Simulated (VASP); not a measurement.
# NaF (I4/mmm) in VASP: notebook

The runs below take NaF through single point, with LDA.

All numbers are computed with VASP 6.6.1; they aren't measurements. Logs are shortened: lines on timing, memory, paths and dates and some standing lists are left out, and cuts for length are marked.

### 1 The cell of the first run

Symmetry: I4/mmm, No. 139, tetragonal system. The conventional cell has a = 3.286 Å, b = 3.286 Å, c = 4.530 Å, α = 90.00°, β = 90.00°, γ = 90.00°. Within 3.0 Å of Na (site symmetry 4/mmm) lie 6 F at 2.27 to 2.32 Å. F (site symmetry 4/mmm) has 6 Na at 2.27 to 2.32 Å within 3.0 Å.

### 2 Single point, LDA (strain +0.000 along x and y, -0.025 along z)

File INCAR:

```
SYSTEM = NaF
PREC = Accurate ; ENCUT = 520
EDIFF = 1E-6 ; ISMEAR = 0
SIGMA = 0.05 ; LREAL = .FALSE.
LASPH = .TRUE. ; NELM = 80
ALGO = Normal ; ISIF = 2
LWAVE = .FALSE. ; LCHARG = .FALSE.
NBANDS = 14
```

File KPOINTS:

```
regular mesh
0
G
  8 8 8
  0 0 0
```

File POSCAR:

```
NaF
1.0
    0.0000000000      2.3233000000      2.2652175000
    2.3233000000      0.0000000000      2.2652175000
    2.3233000000      2.3233000000      0.0000000000
Na F
1 1
Direct
    0.0000000000      0.0000000000      0.0000000000
    0.5000000000      0.5000000000      0.5000000000
```

Potentials or basis: VASP PAW LDA potentials, release 64 (Na_pv, F).

Started as:

```
$ cat potpaw_LDA.64/Na_pv/POTCAR potpaw_LDA.64/F/POTCAR > POTCAR
$ mpirun -np 1 vasp_std > vasp.out
```

OUTCAR:

```text
SYSTEM = NaF
   PREC = Accurate
   ENCUT = 520
   EDIFF = 1E-6
   ISMEAR = 0
   LREAL = .FALSE.
   LASPH = .TRUE.
   NELM = 80
   ISIF = 2

 ion  position               nearest neighbor table
   1  0.000  0.000  0.000-   2 2.27   2 2.27   2 2.32   2 2.32   2 2.32   2 2.32
   2  0.500  0.500  0.500-   1 2.27   1 2.27   1 2.32   1 2.32   1 2.32   1 2.32

  LATTYP: Found a body centered tetragonal cell.
 ALAT       =     3.2856423695
 C/A-ratio  =     1.3788582233

  Lattice vectors:

 A1 = (   0.0000000000,  -2.3233000000,  -2.2652175000)
 A2 = (   0.0000000000,   2.3233000000,  -2.2652175000)
 A3 = (   2.3233000000,   0.0000000000,   2.2652175000)

Analysis of symmetry for initial positions (statically):
=====================================================================
 Subroutine PRICEL returns:
 Original cell was already a primitive cell.

 Routine SETGRP: Setting up the symmetry group for a
 body centered tetragonal supercell.

 Subroutine GETGRP returns: Found 16 space group operations
 (whereof 16 operations were pure point group operations)
 out of a pool of 16 trial point group operations.

The static configuration has the point symmetry D_4h.

Analysis of symmetry for dynamics (positions and initial velocities):
=====================================================================
 Subroutine PRICEL returns:
 Original cell was already a primitive cell.

 Routine SETGRP: Setting up the symmetry group for a
 body centered tetragonal supercell.

 Subroutine GETGRP returns: Found 16 space group operations
 (whereof 16 operations were pure point group operations)
 out of a pool of 16 trial point group operations.

The dynamic configuration has the point symmetry D_4h.

 Subroutine INISYM returns: Found 16 space group operations
 (whereof 16 operations are pure point group operations),
 and found     1 'primitive' translations

----------------------------------------------------------------------------------------

                                     Primitive cell

  volume of cell :      24.4540

  direct lattice vectors                    reciprocal lattice vectors
     0.000000000  2.323300000  2.265217500    -0.215211122  0.215211122  0.220729356
     2.323300000  0.000000000  2.265217500     0.215211122 -0.215211122  0.220729356
     2.323300000  2.323300000  0.000000000     0.215211122  0.215211122 -0.220729356

  length of vectors
     3.244831769  3.244831769  3.285642369     0.375969550  0.375969550  0.375969550
[... 90 lines left out ...]
   TEBEG  =    0.0;   TEEND  =   0.0 temperature during run
   PSTRESS=    0.0 pullay stress
   NELECT =      14.0000    total number of electrons
   NUPDOWN=      -1.0000    fix difference up-down
   EMIN   =  10.00;   EMAX   =-10.00  energy-range for DOS
   EFERMI =   0.00;   METHOD = LEGACY
   ISMEAR =     0;   SIGMA  =   0.05  broadening in eV -4-tet -1-fermi 0-gaus
   EFERMI_NEDOS =   21; number of points for ismear=-14 and -15
   IALGO  =     38    algorithm
   IMIX   =      4    mixing-type and parameters
     AMIX     =   0.40;   BMIX     =  1.00
     AMIX_MAG =   1.60;   BMIX_MAG =  1.00
  volume/ion in A,a.u.               =      12.23        82.51
  Fermi-wavevector in a.u.,A,eV,Ry     =   1.359359  2.568815 25.141602  1.847856
  Thomas-Fermi vector in A             =   2.486113
   LORBIT       =      0    0 simple, 1 ext, 2 COOP (PROOUT), +10 PAW based schemes
   GGA     = CA    functional components
   LHFCALC =     F    Hartree Fock is set to
   AEXX    =    0.0000 exact exchange contribution
   IVDW    =     0    specifies the selected vdW correction
   LEPSILON=     F    determine dielectric tensor
   LRPA    =     F    only Hartree local field effects (RPA)
 non-spin polarized calculation
 Gauss-broadening in eV      SIGMA  =   0.05
  energy-cutoff  :      520.00
  volume of cell :       24.45
 maximum number of plane-waves:       672
   NGX = 13   NGY = 13   NGZ = 13

 number of electron      13.9999987 magnetization

 Free energy of the ion-electron system (eV)
  ---------------------------------------------------
  ext. energy  EPLUGINS =         0.00000000
  ---------------------------------------------------
  free energy    TOTEN  =        -9.31272233 eV

  energy without entropy =       -9.31272233  energy(sigma->0) =       -9.31272233

 E-fermi :  -2.1482     XC(G=0): -10.0296

 val. band max:       -2.4362158665   @ k =   0.0000   0.0000   0.0000
 cond. band min:       3.6085952399   @ k =   0.0000   0.0000   0.0000
 fundamental gap:      6.0448111063
 Fermi energy:        -2.1482386505

 k-point     1 :       0.0000    0.0000    0.0000
  band No.  band energies     occupation
      1     -21.2278      2.00000
      2     -21.1478      2.00000
      3     -21.1478      2.00000
      4     -21.1421      2.00000
      5      -2.4375      2.00000
      6      -2.4362      2.00000
      7      -2.4362      2.00000
      8       3.6086      0.00000
      9      16.1600      0.00000
     10      16.1600      0.00000
     11      16.3470      0.00000
     12      19.0700      0.00000
     13      20.9435      0.00000
     14      21.6903      0.00000
[... 377 lines left out ...]
      1     -21.8425      2.00000
      2     -21.1700      2.00000
      3     -21.1634      2.00000
      4     -20.4007      2.00000
      5      -3.7438      2.00000
      6      -2.7401      2.00000
      7      -2.6806      2.00000
      8       6.8729      0.00000
      9      11.2507      0.00000
     10      16.3049      0.00000
     11      17.1057      0.00000
     12      18.3050      0.00000
     13      21.4698      0.00000
     14      23.1577      0.00000

 [... further k-points ...]

------------------------ aborting loop because EDIFF is reached ----------------------------------------

  FORCE on cell =-STRESS in cart. coord.  units (eV):
  Direction    XX          YY          ZZ          XY          YZ          ZX
  --------------------------------------------------------------------------------------
  -------------------------------------------------------------------------------------
  Total       -0.6535029     -0.6535029     -0.3454849      0.0000000     -0.0000000     -0.0000000
  in kB      -42.8161521    -42.8161521    -22.6354543      0.0000000     -0.0000000     -0.0000000
  external PRESSURE =     -36.0892529 kB  Pullay stress =       0.0000000 kB

 VOLUME and BASIS-vectors are now :
 -----------------------------------------------------------------------------
  energy-cutoff  :      520.00
  volume of cell :       24.45
      direct lattice vectors                 reciprocal lattice vectors
     0.000000000  2.323300000  2.265217500    -0.215211122  0.215211122  0.220729356
     2.323300000  0.000000000  2.265217500     0.215211122 -0.215211122  0.220729356
     2.323300000  2.323300000  0.000000000     0.215211122  0.215211122 -0.220729356

 POSITION                                       TOTAL-FORCE (eV/Angst)
 -----------------------------------------------------------------------------------
      0.00000      0.00000      0.00000         0.000000     -0.000000      0.000000
      2.32330      2.32330      2.26522        -0.000000      0.000000      0.000000
 -----------------------------------------------------------------------------------
    total drift:                                0.000000     -0.000000      0.000000

  FREE ENERGIE OF THE ION-ELECTRON SYSTEM (eV)
  ---------------------------------------------------
  free  energy   TOTEN  =        -9.3127223306 eV

  energy  without entropy=       -9.3127223306  energy(sigma->0) =       -9.31272233
```

OSZICAR:

```text
N       E                     dE             d eps       ncg     rms          rms(c)
DAV:   1     0.107970603049E+03    0.10797E+03   -0.77377E+03  1676   0.119E+03
DAV:   2    -0.486933068471E+01   -0.11284E+03   -0.10487E+03  1826   0.341E+02
DAV:   3    -0.101211312606E+02   -0.52518E+01   -0.52419E+01  2024   0.669E+01
DAV:   4    -0.101609776512E+02   -0.39846E-01   -0.39845E-01  1904   0.635E+00
DAV:   5    -0.101613396008E+02   -0.36195E-03   -0.36195E-03  2012   0.603E-01    0.508E+00
DAV:   6    -0.935730755003E+01    0.80403E+00   -0.27978E+00  1954   0.150E+01    0.179E+00
DAV:   7    -0.932845159138E+01    0.28856E-01   -0.39624E-02  1730   0.200E+00    0.979E-01
DAV:   8    -0.931277152532E+01    0.15680E-01   -0.23132E-02  1818   0.318E+00    0.149E-01
DAV:   9    -0.931285463491E+01   -0.83110E-04   -0.26975E-03  2108   0.464E-01    0.112E-01
DAV:  10    -0.931272196385E+01    0.13267E-03   -0.61153E-04  1844   0.238E-01    0.598E-03
DAV:  11    -0.931272250757E+01   -0.54372E-06   -0.23482E-05  1892   0.864E-02    0.444E-03
DAV:  12    -0.931272233060E+01    0.17697E-06   -0.94060E-07  1330   0.125E-02
   1 F= -.93127223E+01 E0= -.93127223E+01  d E =-.593179E-18
```

Wall time 17 s (1 thread of Intel Xeon 8259CL, shared host); peak memory 0.13 GiB.

Results:

- Free energy: -9.3127 eV
- Pressure: -3.6 GPa
- Band gap on the k mesh: 6.04 eV

Caveat: the cell differs from its parent crystal (strain +0.000 along x and y, -0.025 along z); the cell stands under tension.

### 3 Single point, LDA (strain -0.025 along x and y, +0.025 along z)

File INCAR:

```
SYSTEM = NaF
  ALGO = Normal
  EDIFF = 1E-6
  ENCUT = 520
  GGA = CA
  ISIF = 2
  ISMEAR = 0
  LASPH = .TRUE.
  LCHARG = .TRUE.
  LELF = .TRUE.
  LREAL = .FALSE.
  LVHAR = .TRUE.
  LWAVE = .FALSE.
  NBANDS = 14
  NELM = 100
  PREC = Accurate
  SIGMA = 0.05
```

File KPOINTS:

```
k-points
0
G
  8 8 8
  0 0 0
```

File POSCAR:

```
NaF
1.0
    0.0000000000      2.2652175000      2.3813825000
    2.2652175000      0.0000000000      2.3813825000
    2.2652175000      2.2652175000      0.0000000000
Na F
1 1
Direct
    0.0000000000      0.0000000000      0.0000000000
    0.5000000000      0.5000000000      0.5000000000
```

Potentials or basis: VASP PAW LDA potentials, release 64 (Na_pv, F).

Started as:

```
$ cat potpaw_LDA.64/Na_pv/POTCAR potpaw_LDA.64/F/POTCAR > POTCAR
$ mpirun -np 1 vasp_std > vasp.out
```

Wall time 19 s (1 thread of Intel Xeon 8259CL, shared host); peak memory 0.13 GiB.

Results (log left out):

* Free energy: -9.3066 eV
* Pressure: -3.4 GPa
* Band gap on the k mesh: 6.04 eV

Stress tensor (GPa, compression positive):
```
-2.21  0.00  0.00
 0.00 -2.21  0.00
 0.00  0.00 -5.64
```

Levels at points of the mesh, in eV from the valence-band top:
```
           k point  band 3  band 4  band 5  band 6  band 7  band 8  band 9  band 10  band 11  band 12
(0.00, 0.00, 0.00)  -18.70  -18.70    0.00    0.00    0.00    6.04   18.43    18.81    18.81    21.53
(0.50, 0.00, 0.00)  -18.70  -17.76   -1.70   -0.30   -0.26   10.49   12.24    19.42    20.35    22.28
(0.50, 0.50, 0.00)  -18.75  -18.53   -1.41   -0.37   -0.37   12.45   13.23    13.31    19.96    19.96
(0.50, 0.00, 0.50)  -18.77  -18.50   -1.33   -0.50   -0.42   12.76   13.12    13.48    19.11    19.62
```

Caveat: the cell differs from its parent crystal (strain -0.025 along x and y, +0.025 along z); the cell stands under tension.

### 4 Single point, LDA (strain +0.000 along x and y, +0.025 along z)

File INCAR:

```
SYSTEM = NaF
PREC     = Accurate       ! precision mode
ENCUT    = 520            ! plane-wave cutoff, eV
EDIFF    = 1E-7           ! SCF threshold, eV
ISMEAR   = 0              ! smearing method
SIGMA    = 0.05           ! smearing width, eV
LREAL    = .FALSE.        ! projectors in reciprocal space
LASPH    = .TRUE.         ! aspherical terms in the spheres
NELM     = 80             ! most SCF steps
ALGO     = Normal         ! electronic algorithm
ISIF     = 2              ! what is computed and relaxed
LWAVE    = .FALSE.        ! write WAVECAR
LCHARG   = .FALSE.        ! write CHGCAR
GGA      = CA             ! functional
NBANDS   = 14             ! bands
```

File KPOINTS:

```
regular mesh
0
G
  8 8 8
  0 0 0
```

File POSCAR:

```
NaF
1.0
    0.0000000000      2.3233000000      2.3813825000
    2.3233000000      0.0000000000      2.3813825000
    2.3233000000      2.3233000000      0.0000000000
Na F
1 1
Direct
    0.0000000000      0.0000000000      0.0000000000
    0.5000000000      0.5000000000      0.5000000000
```

Started as:

```
$ cat potpaw_LDA.64/Na_pv/POTCAR potpaw_LDA.64/F/POTCAR > POTCAR
$ mpirun -np 1 vasp_std > vasp.out
```

It took 35 s on 1 thread of Intel Xeon 8259CL, shared host; peak memory 0.14 GiB.

It converged, with:

* Free energy: -9.2788 eV
* Pressure: -5.5 GPa
* Band gap on the k mesh: 5.78 eV

Stress tensor (GPa, compression positive):
```
-5.12  0.00  0.00
 0.00 -5.12  0.00
 0.00  0.00 -6.37
```

Levels at points of the mesh, in eV from the valence-band top:
| k point | band 5 | band 6 | band 7 | band 8 | band 9 | band 10 |
| --- | --- | --- | --- | --- | --- | --- |
| (0.00, 0.00, 0.00) | 0.00 | 0.00 | 0.00 | 5.78 | 18.19 | 18.37 |
| (0.50, 0.00, 0.00) | -1.59 | -0.26 | -0.24 | 10.19 | 11.82 | 19.10 |
| (0.50, 0.50, 0.00) | -1.30 | -0.38 | -0.38 | 12.27 | 12.86 | 12.89 |
| (0.50, 0.00, 0.50) | -1.27 | -0.44 | -0.40 | 12.59 | 12.66 | 12.96 |

Caveat: the cell differs from its parent crystal (strain +0.000 along x and y, +0.025 along z); the cell stands under tension.

### 5 Single point, LDA (strain +0.000 along x and y, +0.050 along z)

File INCAR:

```
PREC = Accurate
ENCUT = 520
EDIFF = 1E-7
ISMEAR = 0
SIGMA = 0.05
LREAL = F
LASPH = T
NELM = 80
ALGO = Normal
ISIF = 2
LWAVE = F
LCHARG = T
GGA = CA
LELF = T
LVHAR = T
NBANDS = 14
```

File KPOINTS:

```
regular mesh
0
Gamma
  8 8 8
```

File POSCAR:

```
NaF
1.0
    0.0000000000      2.3233000000      2.4394650000
    2.3233000000      0.0000000000      2.4394650000
    2.3233000000      2.3233000000      0.0000000000
Na F
1 1
Direct
    0.0000000000      0.0000000000      0.0000000000
    0.5000000000      0.5000000000      0.5000000000
```

Started as:

```
$ cat potpaw_LDA.64/Na_pv/POTCAR potpaw_LDA.64/F/POTCAR > POTCAR
$ mpirun -np 1 vasp_std > vasp.out
```

Run time: 33 s. Hardware: 1 thread of Intel Xeon 8259CL, shared host; peak memory 0.14 GiB.

It converged, with:

- Free energy: -9.2526 eV
- Pressure: -6.1 GPa
- Band gap on the k mesh: 5.66 eV

Stress tensor (GPa, compression positive):
```
-5.48  0.00  0.00
 0.00 -5.48  0.00
 0.00  0.00 -7.43
```

Levels at points of the mesh, in eV from the valence-band top:
| k point | band 5 | band 6 | band 7 | band 8 | band 9 | band 10 |
| --- | --- | --- | --- | --- | --- | --- |
| (0.00, 0.00, 0.00) | -0.01 | -0.01 | 0.00 | 5.66 | 17.93 | 18.28 |
| (0.50, 0.00, 0.00) | -1.55 | -0.26 | -0.23 | 10.04 | 11.62 | 18.65 |
| (0.50, 0.50, 0.00) | -1.29 | -0.35 | -0.35 | 11.88 | 12.58 | 12.96 |
| (0.50, 0.00, 0.50) | -1.22 | -0.46 | -0.38 | 12.51 | 12.52 | 12.77 |

Caveat: the cell differs from its parent crystal (strain +0.000 along x and y, +0.050 along z); the cell stands under tension.

### 6 The runs side by side

```tsv
cell	gap on the mesh (eV)	pressure (GPa)
a = 3.245, b = 3.245, c = 3.286 Å, angles 59.6, 59.6, 60.8°, 2 atoms	6.04	-3.6
a = 3.287, b = 3.287, c = 3.204 Å, angles 60.8, 60.8, 58.3°, 2 atoms	6.04	-3.4
a = 3.327, b = 3.327, c = 3.286 Å, angles 60.4, 60.4, 59.2°, 2 atoms	5.78	-5.5
a = 3.369, b = 3.369, c = 3.286 Å, angles 60.8, 60.8, 58.4°, 2 atoms	5.66	-6.1
```

Alike in all rows: task single point; level LDA; potentials or basis VASP PAW LDA potentials, release 64 (Na_pv, F); no spin polarisation; k mesh 8 × 8 × 8; cutoff (eV) 520; smearing gaussian 0.05 eV.

Caveats: the cell stands under tension.

Absolute energies hang on the potentials; compare differences alone.
